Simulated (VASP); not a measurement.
# Te2Mo (P6_3/mmc) in VASP: further runs, part 2 of 2

VASP 6.6.1. Earlier steps stand in the parts before.

## (3) Single point, revPBE

This run uses another cell than the first one, of 23.09 Å³/atom, 1.028 times its volume.

Input file INCAR:

```
SYSTEM = Te2Mo
PREC = Accurate
ENCUT = 520
EDIFF = 1E-6
ISMEAR = -1
SIGMA = 0.2
LREAL = .FALSE.
LASPH = .TRUE.
NELM = 60
ALGO = Normal
ISIF = 2
LWAVE = .FALSE.
LCHARG = .FALSE.
GGA = RE
NBANDS = 35
```

Input file KPOINTS:

```
regular mesh
0
G
  8 8 2
  0 0 0
```

Input file POSCAR:

```
Te2Mo
1.0
    3.4279496566      0.0000000000      0.0000000000
   -1.7139748283      2.9686909247      0.0000000000
    0.0000000000      0.0000000000     13.6151433465
Te Mo
4 2
Direct
    0.3333333333      0.6666666667      0.6210000000
    0.6666666667      0.3333333333      0.1210000000
    0.3333333333      0.6666666667      0.8790000000
    0.6666666667      0.3333333333      0.3790000000
    0.3333333333      0.6666666667      0.2500000000
    0.6666666667      0.3333333333      0.7500000000
```

Potentials or basis: VASP PAW PBE potentials, release 64 (Te, Mo_sv).

Command:

```
$ cat potpaw_PBE.64/Te/POTCAR potpaw_PBE.64/Mo_sv/POTCAR > POTCAR
$ mpirun -np 1 vasp_std > vasp.out
```

Wall time 1.8 min (1 thread of AMD EPYC 7R43 (Zen 3), shared host); peak memory 0.27 GiB.

The run converged. Its results:

| Quantity | Value |
| --- | --- |
| Free energy | -33.1295 eV |
| Pressure | 14.3 GPa |
| Largest force | 1.490 eV/Å |
| Band gap on the k mesh | 0.79 eV, indirect (least direct gap 1.34 eV) |

Forces on the atoms (eV/Å):
```
Te   0.000  0.000 -1.490
Te   0.000  0.000 -1.490
Te   0.000  0.000  1.490
Te   0.000  0.000  1.490
Mo   0.000  0.000  0.000
Mo   0.000  0.000  0.000
```

Stress tensor (GPa, compression positive):
```
13.28  0.00  0.00
 0.00 13.28  0.00
 0.00  0.00 16.31
```

Levels at points of the mesh, in eV from the valence-band top:
```csv
k point,band 24,band 25,band 26,band 27,band 28,band 29
"(0.00, 0.00, 0.00)",-1.16,-0.28,0.00,3.18,3.18,3.33
"(0.50, 0.00, 0.00)",-1.15,-0.62,-0.29,1.34,1.40,1.53
"(0.00, 0.00, 0.50)",-1.18,-0.08,-0.08,3.22,3.22,3.22
"(0.50, 0.00, 0.50)",-1.15,-0.46,-0.46,1.36,1.36,1.75
```

Caveat: the PAW data sets were made with another functional, which shifts forces and pressure a little; spin-orbit coupling is left out, which moves the levels of the heavy elements; this functional lacks dispersion, which binds the layers, so the pressure and a relaxed spacing across them are unreliable. revPBE gaps usually lie below the measured ones, often by a third to a half.

## (4) Single point, revPBE

This run uses another cell than the first one, of 23.72 Å³/atom, 1.056 times its volume.

Input file INCAR:

```
PREC = Accurate
ENCUT = 520
EDIFF = 1E-6
ISMEAR = -1
SIGMA = 0.2
LREAL = F
LASPH = T
NELM = 100
ALGO = Normal
ISIF = 2
LWAVE = F
LCHARG = F
GGA = RE
NBANDS = 35
```

Input file KPOINTS:

```
regular mesh
0
Gamma
  8 8 2
```

Edit POSCAR of step 3 so:

```diff
@@ -2,5 +2,5 @@
 1.0
-    3.4279496566      0.0000000000      0.0000000000
-   -1.7139748283      2.9686909247      0.0000000000
-    0.0000000000      0.0000000000     13.6151433465
+    3.4585579695      0.0000000000      0.0000000000
+   -1.7292789848      2.9951984962      0.0000000000
+    0.0000000000      0.0000000000     13.7367135590
 Te Mo
```

Command:

```
$ cat potpaw_PBE.64/Te/POTCAR potpaw_PBE.64/Mo_sv/POTCAR > POTCAR
$ mpirun -np 1 vasp_std > vasp.out
```

It took 2.9 min on 1 thread of AMD EPYC 7R43 (Zen 3), shared host; peak memory 0.27 GiB.

The run converged. Its results:

```yaml
Free_energy: -33.4190 eV
Pressure: 10.5 GPa
Largest_force: 1.042 eV/Å
Band_gap_on_the_k_mesh: 0.80 eV, indirect (least direct gap 1.29 eV)
```

Forces in eV/Å, atoms in the order of the input:
```
Te   0.000  0.000 -1.042
Te   0.000  0.000 -1.042
Te   0.000  0.000  1.042
Te   0.000  0.000  1.042
Mo   0.000  0.000  0.000
Mo   0.000  0.000  0.000
```

Stress tensor (GPa, compression positive):
```
 9.77  0.00  0.00
 0.00  9.77  0.00
 0.00  0.00 11.95
```

Levels at points of the mesh, in eV from the valence-band top:
```csv
k point,band 22,band 23,band 24,band 25,band 26,band 27,band 28,band 29,band 30,band 31
"(0.00, 0.00, 0.00)",-1.15,-1.11,-1.11,-0.30,0.00,3.08,3.08,3.23,3.23,3.36
"(0.50, 0.00, 0.00)",-1.89,-1.13,-1.08,-0.62,-0.30,1.31,1.38,1.51,1.88,2.75
"(0.00, 0.00, 0.50)",-1.13,-1.13,-1.13,-0.08,-0.08,3.13,3.13,3.13,3.13,3.54
"(0.50, 0.00, 0.50)",-2.02,-1.09,-1.09,-0.46,-0.46,1.34,1.34,1.72,1.72,3.19
```

Caveat: the PAW data sets were made with another functional, which shifts forces and pressure a little; spin-orbit coupling is left out, which moves the levels of the heavy elements; this functional lacks dispersion, which binds the layers, so the pressure and a relaxed spacing across them are unreliable. As with any semilocal functional, this revPBE gap is likely too small.

## (5) Single point, revPBE

This run uses another cell than the first one, of 24.34 Å³/atom, 1.083 times its volume.

Input file INCAR:

```
PREC = Accurate
ENCUT = 520
EDIFF = 1E-6
ISMEAR = -1
SIGMA = 0.2
LREAL = False
LASPH = True
NELM = 60
ALGO = Normal
ISIF = 2
LWAVE = False
LCHARG = False
GGA = RE
NBANDS = 35
```

KPOINTS is that of step 4.

Edit POSCAR of step 4 so:

```diff
@@ -2,5 +2,5 @@
 1.0
-    3.4585579695      0.0000000000      0.0000000000
-   -1.7292789848      2.9951984962      0.0000000000
-    0.0000000000      0.0000000000     13.7367135590
+    3.4886338963      0.0000000000      0.0000000000
+   -1.7443169481      3.0212450079      0.0000000000
+    0.0000000000      0.0000000000     13.8561692380
 Te Mo
```

Command:

```
$ cat potpaw_PBE.64/Te/POTCAR potpaw_PBE.64/Mo_sv/POTCAR > POTCAR
$ mpirun -np 1 vasp_std > vasp.out
```

Run time: 2.3 min. Hardware: 1 thread of AMD EPYC 7R43 (Zen 3), shared host; peak memory 0.28 GiB.

It converged, with:

```yaml
Free_energy: -33.6263 eV
Pressure: 7.2 GPa
Largest_force: 0.633 eV/Å
Band_gap_on_the_k_mesh: 0.81 eV, indirect (least direct gap 1.25 eV)
```

Forces on the atoms (eV/Å):
```
Te   0.000  0.000 -0.633
Te   0.000  0.000 -0.633
Te   0.000  0.000  0.633
Te   0.000  0.000  0.633
Mo   0.000  0.000  0.000
Mo   0.000  0.000  0.000
```

Stress tensor (GPa, compression positive):
```
6.74 0.00 0.00
0.00 6.74 0.00
0.00 0.00 8.17
```

Levels at points of the mesh, in eV from the valence-band top:
| k point | band 23 | band 24 | band 25 | band 26 | band 27 | band 28 | band 29 | band 30 |
| --- | --- | --- | --- | --- | --- | --- | --- | --- |
| (0.00, 0.00, 0.00) | -1.06 | -1.06 | -0.31 | 0.00 | 2.99 | 2.99 | 3.13 | 3.13 |
| (0.50, 0.00, 0.00) | -1.07 | -1.02 | -0.61 | -0.31 | 1.29 | 1.35 | 1.49 | 1.84 |
| (0.00, 0.00, 0.50) | -1.08 | -1.08 | -0.08 | -0.08 | 3.03 | 3.03 | 3.03 | 3.03 |
| (0.50, 0.00, 0.50) | -1.03 | -1.03 | -0.47 | -0.47 | 1.32 | 1.32 | 1.68 | 1.68 |

Caveat: the PAW data sets were made with another functional, which shifts forces and pressure a little; spin-orbit coupling is left out, which moves the levels of the heavy elements; this functional lacks dispersion, which binds the layers, so the pressure and a relaxed spacing across them are unreliable. A k mesh can miss the band edges.

## (6) Single point, revPBE

This run uses another cell than the first one, of 24.96 Å³/atom, 1.111 times its volume.

Input file INCAR:

```
SYSTEM = Te2Mo
ALGO     = Normal         ! electronic algorithm
EDIFF    = 1E-6           ! SCF threshold, eV
ENCUT    = 520            ! plane-wave cutoff, eV
GGA      = RE             ! functional
ISIF     = 2              ! what is computed and relaxed
ISMEAR   = -1             ! smearing method
LASPH    = .TRUE.         ! aspherical terms in the spheres
LCHARG   = .FALSE.        ! write CHGCAR
LREAL    = .FALSE.        ! projectors in reciprocal space
LWAVE    = .FALSE.        ! write WAVECAR
NBANDS   = 35             ! bands
NELM     = 80             ! most SCF steps
PREC     = Accurate       ! precision mode
SIGMA    = 0.2            ! smearing width, eV
```

Input file KPOINTS:

```
k-points
0
G
  8 8 2
  0 0 0
```

Edit POSCAR of step 5 so:

```diff
@@ -2,5 +2,5 @@
 1.0
-    3.4886338963      0.0000000000      0.0000000000
-   -1.7443169481      3.0212450079      0.0000000000
-    0.0000000000      0.0000000000     13.8561692380
+    3.5182000000      0.0000000000      0.0000000000
+   -1.7591000000      3.0468500000      0.0000000000
+    0.0000000000      0.0000000000     13.9736000000
 Te Mo
```

Potentials or basis: VASP PAW PBE potentials, release 64 (Te, Mo_sv).

Command:

```
$ cat potpaw_PBE.64/Te/POTCAR potpaw_PBE.64/Mo_sv/POTCAR > POTCAR
$ mpirun -np 1 vasp_std > vasp.out
```

Wall time 2.5 min (1 thread of AMD EPYC 7R43 (Zen 3), shared host); peak memory 0.28 GiB.

It converged, with:

| Property | Result |
| --- | --- |
| Free energy | -33.7619 eV |
| Pressure | 4.3 GPa |
| Largest force | 0.265 eV/Å |
| Band gap on the k mesh | 0.82 eV, indirect (least direct gap 1.21 eV) |

Forces in eV/Å, atoms in the order of the input:
```
Te   0.000  0.000 -0.265
Te   0.000  0.000 -0.265
Te   0.000  0.000  0.265
Te   0.000  0.000  0.265
Mo   0.000  0.000  0.000
Mo   0.000  0.000  0.000
```

Stress tensor (GPa, compression positive):
```
4.09 0.00 0.00
0.00 4.09 0.00
0.00 0.00 4.86
```

Levels at points of the mesh, in eV from the valence-band top:
| k point | band 24 | band 25 | band 26 | band 27 | band 28 | band 29 |
| --- | --- | --- | --- | --- | --- | --- |
| (0.00, 0.00, 0.00) | -1.02 | -0.33 | 0.00 | 2.90 | 2.90 | 3.03 |
| (0.50, 0.00, 0.00) | -0.96 | -0.61 | -0.32 | 1.27 | 1.33 | 1.47 |
| (0.00, 0.00, 0.50) | -1.04 | -0.08 | -0.08 | 2.94 | 2.94 | 2.94 |
| (0.50, 0.00, 0.50) | -0.97 | -0.47 | -0.47 | 1.29 | 1.29 | 1.65 |

Caveat: the PAW data sets were made with another functional, which shifts forces and pressure a little; spin-orbit coupling is left out, which moves the levels of the heavy elements; this functional lacks dispersion, which binds the layers, so the pressure and a relaxed spacing across them are unreliable.

## (7) Summary

| cell | gap on the mesh (eV) | pressure (GPa) | largest force (eV/Å) |
| --- | --- | --- | --- |
| a = 3.397, b = 3.397, c = 13.491 Å, angles 90.0, 90.0, 120.0°, 6 atoms | 0.77 | 18.6 | 1.99 |
| a = 3.428, b = 3.428, c = 13.615 Å, angles 90.0, 90.0, 120.0°, 6 atoms | 0.79 | 14.3 | 1.49 |
| a = 3.459, b = 3.459, c = 13.737 Å, angles 90.0, 90.0, 120.0°, 6 atoms | 0.80 | 10.5 | 1.04 |
| a = 3.489, b = 3.489, c = 13.856 Å, angles 90.0, 90.0, 120.0°, 6 atoms | 0.81 | 7.2 | 0.63 |
| a = 3.518, b = 3.518, c = 13.974 Å, angles 90.0, 90.0, 120.0°, 6 atoms | 0.82 | 4.3 | 0.26 |

Alike in all rows: task single point; level revPBE; potentials or basis VASP PAW PBE potentials, release 64 (Te, Mo_sv); no spin polarisation; k mesh 8 × 8 × 2; cutoff (eV) 520; smearing fermi-dirac 0.2 eV.

Caveats: the PAW data sets were made with another functional, which shifts forces and pressure a little; spin-orbit coupling is left out, which moves the levels of the heavy elements; this functional lacks dispersion, which binds the layers, so the pressure and a relaxed spacing across them are unreliable.

Total energies depend on the potentials used, so only differences within one code and one set of settings carry meaning.
